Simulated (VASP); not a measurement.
# BaF2 (Fm-3m) in VASP: single point with PBE

Aim: the single point of BaF2 with PBE.

Program: VASP 6.6.1. These are calculated values, not measurements. Logs are shortened: lines on timing, memory, paths and dates and some standing lists are left out, and cuts for length are marked.

## Step 1: The cell of the first run

The structure is cubic, space group Fm-3m (No. 225). Conventional cell: a = 6.200 Å, b = 6.200 Å, c = 6.200 Å, α = 90.00°, β = 90.00°, γ = 90.00°. Within 3.5 Å of Ba (site symmetry m-3m) lie 8 F at 2.68 Å. Within 3.5 Å of F (site symmetry -43m) lie 4 Ba at 2.68 Å and 6 F at 3.10 Å.

## Step 2: Single point, PBE

File INCAR:

```
  PREC = Accurate
  ENCUT = 600
  EDIFF = 1E-6
  ISMEAR = -1
  SIGMA = 0.03
  LREAL = False
  LASPH = True
  NELM = 120
  ALGO = Normal
  ISIF = 2
  LWAVE = False
  LCHARG = False
  GGA = PE
  NBANDS = 19
  GGA_COMPAT = False
```

File KPOINTS:

```
Automatic mesh
0
Gamma
  8 8 8
```

File POSCAR:

```
BaF2
1.0
    0.0000000000      3.1000500000      3.1000500000
    3.1000500000      0.0000000000      3.1000500000
    3.1000500000      3.1000500000      0.0000000000
Ba F
1 2
Direct
    0.0000000000      0.0000000000      0.0000000000
    0.2500000000      0.2500000000      0.2500000000
    0.7500000000      0.7500000000      0.7500000000
```

Potentials or basis: VASP PAW PBE potentials, release 64 (Ba_sv, F).

Started as:

```console
cat potpaw_PBE.64/Ba_sv/POTCAR potpaw_PBE.64/F/POTCAR > POTCAR
mpirun -np 1 vasp_std > vasp.out
```

OUTCAR:

```text
PREC = Accurate
   ENCUT = 600
   EDIFF = 1E-6
   ISMEAR = -1
   LREAL = False
   LASPH = True
   NELM = 120
   ISIF = 2
   GGA = PE

 ion  position               nearest neighbor table
   1  0.000  0.000  0.000-   3 2.68   3 2.68   2 2.68   3 2.68   2 2.68   2 2.68   3 2.68   2 2.68

   2  0.250  0.250  0.250-   1 2.68   1 2.68   1 2.68   1 2.68
   3  0.750  0.750  0.750-   1 2.68   1 2.68   1 2.68   1 2.68

  LATTYP: Found a face centered cubic cell.
 ALAT       =     6.2001000000

  Lattice vectors:

 A1 = (   0.0000000000,   3.1000500000,   3.1000500000)
 A2 = (   3.1000500000,   0.0000000000,   3.1000500000)
 A3 = (   3.1000500000,   3.1000500000,   0.0000000000)

Analysis of symmetry for initial positions (statically):
=====================================================================
 Subroutine PRICEL returns:
 Original cell was already a primitive cell.

 Routine SETGRP: Setting up the symmetry group for a
 face centered cubic supercell.

 Subroutine GETGRP returns: Found 48 space group operations
 (whereof 48 operations were pure point group operations)
 out of a pool of 48 trial point group operations.

The static configuration has the point symmetry O_h .

Analysis of symmetry for dynamics (positions and initial velocities):
=====================================================================
 Subroutine PRICEL returns:
 Original cell was already a primitive cell.

 Routine SETGRP: Setting up the symmetry group for a
 face centered cubic supercell.

 Subroutine GETGRP returns: Found 48 space group operations
 (whereof 48 operations were pure point group operations)
 out of a pool of 48 trial point group operations.

The dynamic configuration has the point symmetry O_h .

 Subroutine INISYM returns: Found 48 space group operations
 (whereof 48 operations are pure point group operations),
 and found     1 'primitive' translations

----------------------------------------------------------------------------------------

                                     Primitive cell

  volume of cell :      59.5849

  direct lattice vectors                    reciprocal lattice vectors
     0.000000000  3.100050000  3.100050000    -0.161287721  0.161287721  0.161287721
     3.100050000  0.000000000  3.100050000     0.161287721 -0.161287721  0.161287721
     3.100050000  3.100050000  0.000000000     0.161287721  0.161287721 -0.161287721

  length of vectors
     4.384132754  4.384132754  4.384132754     0.279358528  0.279358528  0.279358528

  position of ions in fractional coordinates (direct lattice)
     0.000000000  0.000000000  0.000000000
     0.250000000  0.250000000  0.250000000
     0.750000000  0.750000000  0.750000000

  ion indices of the primitive-cell ions
   primitive index   ion index
                 1           1
                 2           2
                 3           3

----------------------------------------------------------------------------------------

 KPOINTS: Automatic mesh

Automatic generation of k-mesh.
 Grid dimensions read from file:
 generate k-points for:    8    8    8

 Generating k-lattice:

  Cartesian coordinates                     Fractional coordinates (reciprocal lattice)
    -0.020160965  0.020160965  0.020160965     0.125000000  0.000000000  0.000000000
     0.020160965 -0.020160965  0.020160965     0.000000000  0.125000000  0.000000000
     0.020160965  0.020160965 -0.020160965     0.000000000  0.000000000  0.125000000

  Length of vectors
     0.034919816  0.034919816  0.034919816

  Shift w.r.t. Gamma in fractional coordinates (k-lattice)
     0.000000000  0.000000000  0.000000000

 Subroutine IBZKPT returns following result:
 ===========================================

 Found     29 irreducible k-points:

 Following reciprocal coordinates:
            Coordinates               Weight
  0.000000  0.000000  0.000000      1.000000
  0.125000  0.000000  0.000000      8.000000
  0.250000  0.000000  0.000000      8.000000
  0.375000  0.000000  0.000000      8.000000
  0.500000  0.000000  0.000000      4.000000
  0.125000  0.125000  0.000000      6.000000
[... 16 lines left out ...]
  0.500000  0.250000  0.125000     48.000000
 -0.375000  0.250000  0.125000     24.000000
 [... further k-points ...]
   k-points           NKPTS =     29   k-points in BZ     NKDIM =     29   number of bands    NBANDS=     19
   number of dos      NEDOS =    301   number of ions     NIONS =      3
   total plane-waves  NPLWV =  46656
   dimension x,y,z NGX =    36 NGY =   36 NGZ =   36
   dimension x,y,z NGXF=    72 NGYF=   72 NGZF=   72
   ions per type =               1   2
   NGX,Y,Z   is equivalent  to a cutoff of  13.65, 13.65, 13.65 a.u.
   NGXF,Y,Z  is equivalent  to a cutoff of  27.30, 27.30, 27.30 a.u.
 SYSTEM =  unknown system
   PREC   = accura    normal or accurate (medium, high low for compatibility)
   ISTART =      0    job   : 0-new  1-cont  2-samecut
   ICHARG =      2    charge: 1-file 2-atom 10-const
   ISPIN  =      1    spin polarized calculation?
   LNONCOLLINEAR =      F non collinear calculations
   LSORBIT =      F    spin-orbit coupling
   LASPH  =      T    aspherical Exc in radial PAW
   ENCUT  =  600.0 eV  44.10 Ry    6.64 a.u.   8.76  8.76  8.76*2*pi/ulx,y,z
   NELM   =    120;   NELMIN=  2; NELMDL= -5     # of ELM steps
   EDIFF  = 0.1E-05   stopping-criterion for ELM
   LREAL  =      F    real-space projection
   EDIFFG = 0.1E-04   stopping-criterion for IOM
   NSW    =      0    number of steps for IOM
   IBRION =     -1    ionic relax: 0-MD 1-quasi-New 2-CG
   NFREE  =      0    steps in history (QN), initial steepest desc. (CG)
   ISIF   =      2    stress and relaxation
   ISYM   =      2    0-nonsym 1-usesym 2-fastsym
   POTIM  = 0.5000    time-step for ionic-motion
   TEBEG  =    0.0;   TEEND  =   0.0 temperature during run
   PSTRESS=    0.0 pullay stress
   NELECT =      24.0000    total number of electrons
   NUPDOWN=      -1.0000    fix difference up-down
   EMIN   =  10.00;   EMAX   =-10.00  energy-range for DOS
   EFERMI =   0.00;   METHOD = LEGACY
   ISMEAR =    -1;   SIGMA  =   0.03  broadening in eV -4-tet -1-fermi 0-gaus
   EFERMI_NEDOS =   21; number of points for ismear=-14 and -15
   IALGO  =     38    algorithm
   IMIX   =      4    mixing-type and parameters
     AMIX     =   0.40;   BMIX     =  1.00
     AMIX_MAG =   1.60;   BMIX_MAG =  1.00
  volume/ion in A,a.u.               =      19.86       134.03
  Fermi-wavevector in a.u.,A,eV,Ry     =   1.209019  2.284715 19.888011  1.461728
  Thomas-Fermi vector in A             =   2.344609
   LORBIT       =      0    0 simple, 1 ext, 2 COOP (PROOUT), +10 PAW based schemes
   GGA     = PE    functional components
   LHFCALC =     F    Hartree Fock is set to
   AEXX    =    0.0000 exact exchange contribution
   IVDW    =     0    specifies the selected vdW correction
   LEPSILON=     F    determine dielectric tensor
   LRPA    =     F    only Hartree local field effects (RPA)
 non-spin polarized calculation
  energy-cutoff  :      600.00
  volume of cell :       59.58
 maximum number of plane-waves:      2012
   NGX = 17   NGY = 17   NGZ = 17

 number of electron      24.0000002 magnetization

 Free energy of the ion-electron system (eV)
  ---------------------------------------------------
  ext. energy  EPLUGINS =         0.00000000
  ---------------------------------------------------
  free energy    TOTEN  =       -17.11273427 eV

  energy without entropy =      -17.11273427  energy(sigma->0) =      -17.11273427

 E-fermi :  -1.3545     XC(G=0):  -8.7007

 val. band max:       -2.0724690513   @ k =  -0.2500   0.2500   0.0000
 cond. band min:       4.6915782691   @ k =   0.0000   0.0000   0.0000
 fundamental gap:      6.7640473204
 Fermi energy:        -1.3544757790

 k-point     1 :       0.0000    0.0000    0.0000
  band No.  band energies     occupation
      1     -25.1717      2.00000
      2     -21.0054      2.00000
      3     -20.9570      2.00000
      4     -10.0092      2.00000
      5     -10.0092      2.00000
      6     -10.0092      2.00000
[... 11 lines left out ...]
     18       9.3134      0.00000
     19      13.3726      0.00000

 k-point     2 :       0.1250    0.0000    0.0000
  band No.  band energies     occupation
      1     -25.1424      2.00000
      2     -21.0209      2.00000
      3     -20.9933      2.00000
      4     -10.0374      2.00000
      5     -10.0334      2.00000
      6     -10.0334      2.00000
[... 11 lines left out ...]
     18       9.3269      0.00000
     19      12.7037      0.00000

 k-point     3 :       0.2500    0.0000    0.0000
  band No.  band energies     occupation
      1     -25.0691      2.00000
      2     -21.1008      2.00000
      3     -21.0414      2.00000
      4     -10.0984      2.00000
      5     -10.0903      2.00000
      6     -10.0903      2.00000
[... 11 lines left out ...]
     18       9.3770      0.00000
     19      11.6901      0.00000

 k-point     4 :       0.3750    0.0000    0.0000
  band No.  band energies     occupation
      1     -24.9919      2.00000
      2     -21.2035      2.00000
      3     -21.0711      2.00000
      4     -10.1509      2.00000
      5     -10.1452      2.00000
      6     -10.1452      2.00000
[... 407 lines left out ...]
     18       9.7235      0.00000
     19      12.3108      0.00000

 k-point    23 :       0.5000    0.2500    0.1250
  band No.  band energies     occupation
      1     -24.9489      2.00000
      2     -21.2104      2.00000
      3     -21.1367      2.00000
      4     -10.2693      2.00000
      5     -10.1976      2.00000
      6     -10.0682      2.00000
[... 11 lines left out ...]
     18      10.2064      0.00000
     19      11.9796      0.00000

 k-point    24 :      -0.3750    0.2500    0.1250
  band No.  band energies     occupation
      1     -24.9216      2.00000
      2     -21.2379      2.00000
      3     -21.1549      2.00000
      4     -10.2953      2.00000
      5     -10.1464      2.00000
      6     -10.1457      2.00000
[... 11 lines left out ...]
     18      10.5128      0.00000
     19      11.8434      0.00000

 [... further k-points ...]

------------------------ aborting loop because EDIFF is reached ----------------------------------------

  FORCE on cell =-STRESS in cart. coord.  units (eV):
  Direction    XX          YY          ZZ          XY          YZ          ZX
  --------------------------------------------------------------------------------------
  -------------------------------------------------------------------------------------
  Total        0.8469416      0.8469416      0.8469416      0.0000000     -0.0000000     -0.0000000
  in kB       22.7734033     22.7734033     22.7734033      0.0000000     -0.0000000     -0.0000000
  external PRESSURE =      22.7734033 kB  Pullay stress =       0.0000000 kB

 VOLUME and BASIS-vectors are now :
 -----------------------------------------------------------------------------
  energy-cutoff  :      600.00
  volume of cell :       59.58
      direct lattice vectors                 reciprocal lattice vectors
     0.000000000  3.100050000  3.100050000    -0.161287721  0.161287721  0.161287721
     3.100050000  0.000000000  3.100050000     0.161287721 -0.161287721  0.161287721
     3.100050000  3.100050000  0.000000000     0.161287721  0.161287721 -0.161287721

 POSITION                                       TOTAL-FORCE (eV/Angst)
 -----------------------------------------------------------------------------------
      0.00000      0.00000      0.00000        -0.000000     -0.000000     -0.000000
      1.55002      1.55002      1.55002         0.000000     -0.000000      0.000000
      4.65008      4.65008      4.65008        -0.000000      0.000000     -0.000000
 -----------------------------------------------------------------------------------
    total drift:                                0.000000      0.000000      0.000000

  FREE ENERGIE OF THE ION-ELECTRON SYSTEM (eV)
  ---------------------------------------------------
  free  energy   TOTEN  =       -17.1127342690 eV

  energy  without entropy=      -17.1127342690  energy(sigma->0) =      -17.11273427
```

It took 57 s on 1 thread of AMD EPYC 7R13 (Zen 3), shared host; peak memory 0.18 GiB.

What came out:

| Quantity | Value |
| --- | --- |
| Free energy | -17.1127 eV |
| Pressure | 2.3 GPa |
| Band gap on the k mesh | 6.76 eV, indirect (least direct gap 6.84 eV) |

Caveat: spin-orbit coupling is left out, which moves the levels of the heavy elements. Expect the measured gap to be larger: semilocal functionals such as PBE lack the derivative discontinuity.
